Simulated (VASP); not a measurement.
Write the native input for VASP 6.6.1 that does the following.

| Quantity | Value |
| --- | --- |
| Task | single point |
| Functional | RPBE |
| Potentials or basis | VASP PAW PBE potentials, release 64 (Pt) |
| Cutoff | 520 eV |
| k mesh | 15 × 15 × 8 |
| Occupations | fermi-dirac, width 0.1 eV |
| Spin | no spin polarisation |
| Dipole correction | no |
| Further INCAR settings | ALGO = Normal; EDIFF = 1e-06; NBANDS = 17 |

The structure of Pt lies in POSCAR:

```
Pt
1.0
    2.7821340467      0.0000000000      0.0000000000
   -1.3910670233      2.4093987611      0.0000000000
    0.0000000000      0.0000000000      4.7878454122
Pt
2
Direct
    0.3333333333      0.6666666667      0.2500000000
    0.6666666667      0.3333333333      0.7500000000
```

These files were run (other wordings do the same):

INCAR

```
  PREC = Accurate
  ENCUT = 520
  EDIFF = 1E-6
  ISMEAR = -1
  SIGMA = 0.1
  LREAL = False
  LASPH = True
  NELM = 60
  ALGO = Normal
  ISIF = 2
  LWAVE = False
  LCHARG = False
  GGA = RP
  NBANDS = 17
```

KPOINTS

```
regular mesh
0
Gamma
  15 15 8
```

Potentials or basis: VASP PAW PBE potentials, release 64 (Pt).

Command:

```sh
$ cat potpaw_PBE.64/Pt/POTCAR > POTCAR
$ mpirun -np 1 vasp_std > vasp.out
```

It gave:

```json
{
  "Pressure": "-0.4 GPa",
  "Band gap on the k mesh": "zero (band 10 reaches 10.57 eV, above the bottom of band 11 at 9.38 eV)"
}
```

Caveat: the PAW data sets were made with another functional, which shifts forces and pressure a little; spin-orbit coupling is left out, which moves the levels of the heavy elements.

Wall time 30 s on 1 thread of AMD EPYC 9R45 96-Core Processor (Zen 5), with other jobs on the host, peak memory 0.16 GiB.
